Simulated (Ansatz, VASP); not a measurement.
Two plane-wave programs on Ba2NF

The input INCAR:

```
SYSTEM = Ba2NF
PREC = Accurate
ENCUT = 520
EDIFF = 1E-6
ISMEAR = 0
SIGMA = 0.01
LREAL = .False.
LASPH = .True.
NELM = 150
ALGO = Normal
ISIF = 2
LWAVE = .False.
LCHARG = .False.
MAGMOM = 0 0 0 0 0 0 0 0 0 0 0 0
LORBIT = 11
LSORBIT = .True.
GGA_COMPAT = .False.
LORBMOM = .True.
GGA = CA
NBANDS = 46
```

KPOINTS

```
Automatic mesh
0
Gamma
  6 6 6
  0 0 0
```

Contents of POSCAR:

```
Ba2NF
1.0
    2.0108220000      1.1609490000      6.6751030000
   -2.0108220000      1.1609490000      6.6751030000
    0.0000000000     -2.3218980000      6.6751030000
Ba N F
2 1 1
Direct
    0.7576400000      0.7576400000      0.7576400000
    0.2423600000      0.2423600000      0.2423600000
    0.5000000000      0.5000000000      0.5000000000
    0.0000000000      0.0000000000      0.0000000000
```

Input for Ansatz:

```yaml
crystal:
  lattice:
    - [2.010822, 1.160949, 6.675103]
    - [-2.010822, 1.160949, 6.675103]
    - [0.0, -2.321898, 6.675103]
  atoms:
    - { symbol: Ba, position: [0.75764, 0.75764, 0.75764] }
    - { symbol: Ba, position: [0.24236, 0.24236, 0.24236] }
    - { symbol: "N", position: [0.5, 0.5, 0.5] }
    - { symbol: F, position: [0.0, 0.0, 0.0] }
basis:
  ecutwfc: 476.19925930478996
kpoints:
  mp_grid:
    grid: [6, 6, 6]
hamiltonian:
  xc: lda
magnetization:
  noncollinear: true
  spin_orbit: true
scf:
  occupations:
    method: fixed
output:
  eigenvalues: true
```

Alike in both runs: task single point; functional LDA; k mesh 6 × 6 × 6; non-collinear spin, spin-orbit coupling.

```csv
,VASP,Ansatz
version,VASP 6.6.1,Ansatz 0.2.0
potentials or method,"VASP PAW LDA potentials, release 64 (Ba_sv, N, F), cutoff 520 eV","plane waves, PAW"
occupations,"gaussian, width 0.01 eV",fixed
valence electrons in the cell,32,32
```

|  | VASP | Ansatz | Ansatz less VASP |
| --- | --- | --- | --- |
| net moment per atom (μB) | 0.00 | 0.00 | 0.000 |

LDA's correlation is that of Perdew and Zunger in VASP and of Perdew and Wang (1992) in Ansatz. Ansatz's warnings: metallic iterate.
